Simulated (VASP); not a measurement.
# In3As3H2 in VASP: single point with PBE+D3(BJ)

Aim: the single point of In3As3H2 with PBE+D3(BJ).

All numbers are computed with VASP 6.6.1; they aren't measurements. Logs are shortened: lines on timing, memory, paths and dates and some standing lists are left out, and cuts for length are marked.

## (1) The cell of the first run

The cell holds a slab with vacuum, 16 atoms: a = 8.644 Å, b = 6.112 Å, c = 23.751 Å, α = 90.00°, β = 90.00°, γ = 90.00°.

## (2) Single point, PBE+D3(BJ)

File INCAR:

```
PREC = Accurate ; ENCUT = 520
EDIFF = 1E-7 ; ISMEAR = 0
SIGMA = 0.1 ; LREAL = Auto
LASPH = True ; NELM = 60
ALGO = Normal ; ISIF = 2
LWAVE = False ; LCHARG = True
LDIPOL = True ; IDIPOL = 3
DIPOL = 0.5 0.5 0.451 ; GGA = PE
IVDW = 12 ; LELF = True
LVHAR = True ; LVACPOTAV = True
NBANDS = 70
```

File KPOINTS:

```
Automatic mesh
0
Gamma
  2 3 1
```

File POSCAR:

```
In3As3H2
1.0
    8.6438581910      0.0000000000      0.0000000000
    0.0000000000      6.1121307425      0.0000000000
    0.0000000000      0.0000000000     23.7507981121
In As H
6 6 4
Direct
    0.2500000000      0.5000000000      0.3969916704
    0.7500000000      0.5000000000      0.3969916704
    0.5050493625     -0.0005158004      0.4903569414
   -0.0050493625     -0.0005158004      0.4903569414
    0.7500000000      0.4708502462      0.5768874518
    0.2500000000      0.4147706608      0.5601980883
    0.5000000000      0.2500000000      0.3969916704
    0.0000000000      0.2500000000      0.3969916704
    0.7500000000      0.7329800766      0.4879469206
    0.2500000000      0.7436968688      0.4887396040
   -0.0042736658      0.2050201818      0.5879531442
    0.5042736658      0.2050201818      0.5879531442
    0.2500000000      0.6648124229      0.3368949953
    0.7500000000      0.6541876416      0.3349609520
    0.4991966850      0.1008807714      0.3458663903
    0.0008033150      0.1008807714      0.3458663903
```

Potentials or basis: VASP PAW PBE potentials, release 64 (In_d, As, H).

Launch:

```bash
> cat potpaw_PBE.64/In_d/POTCAR potpaw_PBE.64/As/POTCAR potpaw_PBE.64/H/POTCAR > POTCAR
> mpirun -np 1 vasp_std > vasp.out
```

OUTCAR:

```text
PREC = Accurate
   ENCUT = 520
   EDIFF = 1E-7
   ISMEAR = 0
   LREAL = Auto
   LASPH = True
   NELM = 60
   ISIF = 2
   GGA = PE
   IVDW = 12
 IVDW          = 12

 ion  position               nearest neighbor table
   1  0.250  0.500  0.397-  13 1.75  10 2.64   7 2.65   8 2.65   6 3.91
   2  0.750  0.500  0.397-  14 1.75   9 2.59   7 2.65   8 2.65
   3  0.505  0.999  0.490-  12 2.64   9 2.67   7 2.70  10 2.70   6 3.75
   4  0.995  0.999  0.490-  11 2.64   9 2.67   8 2.70  10 2.70   6 3.75
   5  0.750  0.471  0.577-   9 2.65  11 2.69  12 2.69
   6  0.250  0.415  0.560-  11 2.63  12 2.63  10 2.63   4 3.75   3 3.75   1 3.91
   7  0.500  0.250  0.397-  15 1.52   2 2.65   1 2.65   3 2.70
   8  0.000  0.250  0.397-  16 1.52   2 2.65   1 2.65   4 2.70
   9  0.750  0.733  0.488-   2 2.59   5 2.65   4 2.67   3 2.67
  10  0.250  0.744  0.489-   6 2.63   1 2.64   4 2.70   3 2.70
  11  0.996  0.205  0.588-   6 2.63   4 2.64   5 2.69
  12  0.504  0.205  0.588-   6 2.63   3 2.64   5 2.69
  13  0.250  0.665  0.337-   1 1.75
  14  0.750  0.654  0.335-   2 1.75
  15  0.499  0.101  0.346-   7 1.52
  16  0.001  0.101  0.346-   8 1.52

  LATTYP: Found a simple orthorhombic cell.
 ALAT       =     6.1121307425
 B/A-ratio  =     1.4142135624
 C/A-ratio  =     3.8858458879

  Lattice vectors:

 A1 = (   0.0000000000,  -6.1121307425,   0.0000000000)
 A2 = (   8.6438581910,   0.0000000000,   0.0000000000)
 A3 = (   0.0000000000,   0.0000000000,  23.7507981121)

Analysis of symmetry for initial positions (statically):
=====================================================================
 Subroutine PRICEL returns:
 Original cell was already a primitive cell.

 Routine SETGRP: Setting up the symmetry group for a
 simple orthorhombic supercell.

 Subroutine GETGRP returns: Found  2 space group operations
 (whereof  1 operations were pure point group operations)
 out of a pool of  8 trial point group operations.

The static configuration has the point symmetry C_1 .
 The point group associated with its full space group is C_1h.

Analysis of symmetry for dynamics (positions and initial velocities):
=====================================================================
 Subroutine PRICEL returns:
 Original cell was already a primitive cell.

 Routine SETGRP: Setting up the symmetry group for a
 simple orthorhombic supercell.

 Subroutine GETGRP returns: Found  2 space group operations
 (whereof  1 operations were pure point group operations)
 out of a pool of  8 trial point group operations.

The dynamic configuration has the point symmetry C_1 .
 The point group associated with its full space group is C_1h.

 Subroutine INISYM returns: Found  2 space group operations
 (whereof  1 operations are pure point group operations),
 and found     1 'primitive' translations

----------------------------------------------------------------------------------------

                                     Primitive cell

  volume of cell :    1254.8115

  direct lattice vectors                    reciprocal lattice vectors
     8.643858191  0.000000000  0.000000000     0.115689080  0.000000000  0.000000000
     0.000000000  6.112130742  0.000000000     0.000000000  0.163609066  0.000000000
     0.000000000  0.000000000 23.750798112     0.000000000  0.000000000  0.042103848

  length of vectors
     8.643858191  6.112130742 23.750798112     0.115689080  0.163609066  0.042103848

  position of ions in fractional coordinates (direct lattice)
     0.250000000  0.500000000  0.396991670
     0.750000000  0.500000000  0.396991670
     0.505049363  0.999484200  0.490356941
     0.994950637  0.999484200  0.490356941
     0.750000000  0.470850246  0.576887452
     0.250000000  0.414770661  0.560198088
[... 8 lines left out ...]
     0.499196685  0.100880771  0.345866390
     0.000803315  0.100880771  0.345866390

  ion indices of the primitive-cell ions
   primitive index   ion index
                 1           1
                 2           2
                 3           3
                 4           4
                 5           5
                 6           6
[... 8 lines left out ...]
                15          15
                16          16

----------------------------------------------------------------------------------------

 KPOINTS: Automatic mesh

Automatic generation of k-mesh.
 Grid dimensions read from file:
 generate k-points for:    2    3    1

 Generating k-lattice:

  Cartesian coordinates                     Fractional coordinates (reciprocal lattice)
     0.057844540  0.000000000  0.000000000     0.500000000  0.000000000  0.000000000
     0.000000000  0.054536355  0.000000000     0.000000000  0.333333333  0.000000000
     0.000000000  0.000000000  0.042103848     0.000000000  0.000000000  1.000000000

  Length of vectors
     0.057844540  0.054536355  0.042103848

  Shift w.r.t. Gamma in fractional coordinates (k-lattice)
     0.000000000  0.000000000  0.000000000

 Subroutine IBZKPT returns following result:
 ===========================================

 Found      4 irreducible k-points:

 Following reciprocal coordinates:
            Coordinates               Weight
  0.000000  0.000000  0.000000      1.000000
  0.500000  0.000000  0.000000      1.000000
  0.000000  0.333333  0.000000      2.000000
  0.500000  0.333333  0.000000      2.000000
   k-points           NKPTS =      4   k-points in BZ     NKDIM =      4   number of bands    NBANDS=     70
   number of dos      NEDOS =    301   number of ions     NIONS =     16
   total plane-waves  NPLWV = 552960
   dimension x,y,z NGX =    64 NGY =   48 NGZ =  180
   dimension x,y,z NGXF=   128 NGYF=   96 NGZF=  360
   ions per type =               6   6   4
   NGX,Y,Z   is equivalent  to a cutoff of  12.31, 13.06, 12.60 a.u.
   NGXF,Y,Z  is equivalent  to a cutoff of  24.62, 26.11, 25.20 a.u.
 SYSTEM =  unknown system
   PREC   = accura    normal or accurate (medium, high low for compatibility)
   ISTART =      0    job   : 0-new  1-cont  2-samecut
   ICHARG =      2    charge: 1-file 2-atom 10-const
   ISPIN  =      1    spin polarized calculation?
   LNONCOLLINEAR =      F non collinear calculations
   LSORBIT =      F    spin-orbit coupling
   LASPH  =      T    aspherical Exc in radial PAW
   ENCUT  =  520.0 eV  38.22 Ry    6.18 a.u.  16.07 11.36 44.16*2*pi/ulx,y,z
   NELM   =     60;   NELMIN=  2; NELMDL= -5     # of ELM steps
   EDIFF  = 0.1E-06   stopping-criterion for ELM
   LREAL  =      T    real-space projection
   EDIFFG = 0.1E-05   stopping-criterion for IOM
   NSW    =      0    number of steps for IOM
   IBRION =     -1    ionic relax: 0-MD 1-quasi-New 2-CG
   NFREE  =      0    steps in history (QN), initial steepest desc. (CG)
   ISIF   =      2    stress and relaxation
   ISYM   =      2    0-nonsym 1-usesym 2-fastsym
   POTIM  = 0.5000    time-step for ionic-motion
   TEBEG  =    0.0;   TEEND  =   0.0 temperature during run
   PSTRESS=    0.0 pullay stress
   NELECT =     112.0000    total number of electrons
   NUPDOWN=      -1.0000    fix difference up-down
   EMIN   =  10.00;   EMAX   =-10.00  energy-range for DOS
   EFERMI =   0.00;   METHOD = LEGACY
   ISMEAR =     0;   SIGMA  =   0.10  broadening in eV -4-tet -1-fermi 0-gaus
   EFERMI_NEDOS =   21; number of points for ismear=-14 and -15
   IALGO  =     38    algorithm
   IMIX   =      4    mixing-type and parameters
     AMIX     =   0.40;   BMIX     =  1.00
     AMIX_MAG =   1.60;   BMIX_MAG =  1.00
  volume/ion in A,a.u.               =      78.43       529.24
  Fermi-wavevector in a.u.,A,eV,Ry     =   0.731624  1.382569  7.282843  0.535274
  Thomas-Fermi vector in A             =   1.823887
   LORBIT       =      0    0 simple, 1 ext, 2 COOP (PROOUT), +10 PAW based schemes
   GGA     = PE    functional components
   LHFCALC =     F    Hartree Fock is set to
   AEXX    =    0.0000 exact exchange contribution
   IVDW    =    12    specifies the selected vdW correction
   LEPSILON=     F    determine dielectric tensor
   LRPA    =     F    only Hartree local field effects (RPA)
 non-spin polarized calculation
 Gauss-broadening in eV      SIGMA  =   0.10
  energy-cutoff  :      520.00
  volume of cell :     1254.81
 maximum number of plane-waves:     33799
   NGX = 33   NGY = 23   NGZ = 89

 dipolmoment           0.000000      0.000000      0.000090 electrons x Angstroem

 number of electron     111.9999982 magnetization

 dipolmoment           0.000000      0.000000     -0.125152 electrons x Angstroem

 Free energy of the ion-electron system (eV)
  ---------------------------------------------------
  ext. energy  EPLUGINS =         0.00000000
  ---------------------------------------------------
  free energy    TOTEN  =       -55.97325567 eV

  energy without entropy =      -55.97324784  energy(sigma->0) =      -55.97325176

 E-fermi :  -2.1001     XC(G=0):  -3.1565

 val. band max:       -2.3791232558   @ k =   0.0000   0.0000   0.0000
 cond. band min:      -1.8211366168   @ k =   0.0000   0.0000   0.0000
 fundamental gap:      0.5579866390
 Fermi energy:        -2.1001299940

 k-point     1 :       0.0000    0.0000    0.0000
  band No.  band energies     occupation
      1     -16.9151      2.00000
      2     -16.8917      2.00000
      3     -16.8594      2.00000
      4     -16.8199      2.00000
      5     -16.7494      2.00000
      6     -16.7421      2.00000
[... 60 lines left out ...]
     67       1.3237      0.00000
     68       1.4666      0.00000

 k-point     2 :       0.5000    0.0000    0.0000
  band No.  band energies     occupation
      1     -16.9146      2.00000
      2     -16.8880      2.00000
      3     -16.8657      2.00000
      4     -16.8118      2.00000
      5     -16.7444      2.00000
      6     -16.7402      2.00000
[... 60 lines left out ...]
     67       1.4607      0.00000
     68       1.5020      0.00000

 k-point     3 :       0.0000    0.3333    0.0000
  band No.  band energies     occupation
      1     -16.9153      2.00000
      2     -16.8891      2.00000
      3     -16.8589      2.00000
      4     -16.8207      2.00000
      5     -16.7478      2.00000
      6     -16.7381      2.00000
[... 60 lines left out ...]
     67       1.7085      0.00000
     68       1.9911      0.00000

 k-point     4 :       0.5000    0.3333    0.0000
  band No.  band energies     occupation
      1     -16.9143      2.00000
      2     -16.8861      2.00000
      3     -16.8662      2.00000
      4     -16.8127      2.00000
      5     -16.7406      2.00000
      6     -16.7380      2.00000
[... 60 lines left out ...]
     67       1.9847      0.00000
     68       2.0397      0.00000
 [bands above 68 left out]

------------------------ aborting loop because EDIFF is reached ----------------------------------------

 vacuum level on the upper side and lower side of the slab       (xc-potential included)        -0.270         0.054

 Edisp (eV)   -2.55113

 E8    (eV) :    -1.2010

  FORCE on cell =-STRESS in cart. coord.  units (eV):
  Direction    XX          YY          ZZ          XY          YZ          ZX
  --------------------------------------------------------------------------------------
  -------------------------------------------------------------------------------------
  Total      -0.67486    -2.40393     0.38974     0.00000    -0.55746     0.00000
  in kB      -0.86168    -3.06941     0.49762     0.00000    -0.71177     0.00000
  external pressure =       -1.14 kB  Pullay stress =        0.00 kB

 VOLUME and BASIS-vectors are now :
 -----------------------------------------------------------------------------
  energy-cutoff  :      520.00
  volume of cell :     1254.81
      direct lattice vectors                 reciprocal lattice vectors
     8.643858191  0.000000000  0.000000000     0.115689080  0.000000000  0.000000000
     0.000000000  6.112130742  0.000000000     0.000000000  0.163609066  0.000000000
     0.000000000  0.000000000 23.750798112     0.000000000  0.000000000  0.042103848

 POSITION                                       TOTAL-FORCE (eV/Angst)
 -----------------------------------------------------------------------------------
      2.16096      3.05607      9.42887         0.000000      0.209899     -0.594340
      6.48289      3.05607      9.42887         0.000000     -0.106665     -0.807080
      4.36558      6.10898     11.64637         0.033189     -0.097072     -0.383367
      8.60021      6.10898     11.64637        -0.033189     -0.097072     -0.383367
      6.48289      2.87790     13.70154         0.000000     -0.770401     -0.972312
      2.16096      2.53513     13.30515         0.000000      0.048731     -0.058100
[... 8 lines left out ...]
      4.31499      0.61660      8.21460         0.001345     -0.032169     -0.087851
      0.00694      0.61660      8.21460        -0.001345     -0.032169     -0.087851
 -----------------------------------------------------------------------------------
    total drift:                                0.000000      0.093425     -0.022643

  FREE ENERGIE OF THE ION-ELECTRON SYSTEM (eV)
  ---------------------------------------------------
  free  energy   TOTEN  =       -58.5243820260 eV

  energy  without entropy=      -58.5243741940  energy(sigma->0) =      -58.52437811

 vacuum level on the upper side and lower side of the slab         2.284         2.713
```

Wall time 29 min (1 thread of Intel Xeon Platinum 8259CL at 2.50GHz (Skylake/Cascade Lake), shared host); peak memory 1.1 GiB.

What came out:

* Free energy: -58.5244 eV
* Largest force: 1.241 eV/Å
* Band gap on the k mesh: 0.56 eV
* Dispersion energy per atom: -0.159 eV
* Ionisation potential of the upper face: 4.66 eV

Forces on the atoms (eV/Å):
```
In   0.000  0.210 -0.594
In   0.000 -0.107 -0.807
In   0.033 -0.097 -0.383
In  -0.033 -0.097 -0.383
In   0.000 -0.770 -0.972
In   0.000  0.049 -0.058
As  -0.007 -0.173  0.736
As   0.007 -0.173  0.736
As   0.000  0.513  0.511
As   0.000  0.198  0.266
As   0.020  0.189  0.516
As  -0.020  0.189  0.516
H    0.000  0.031  0.010
H    0.000  0.105  0.083
H    0.001 -0.032 -0.088
H   -0.001 -0.032 -0.088
```

Caveat: spin-orbit coupling is left out, which moves the levels of the heavy elements.
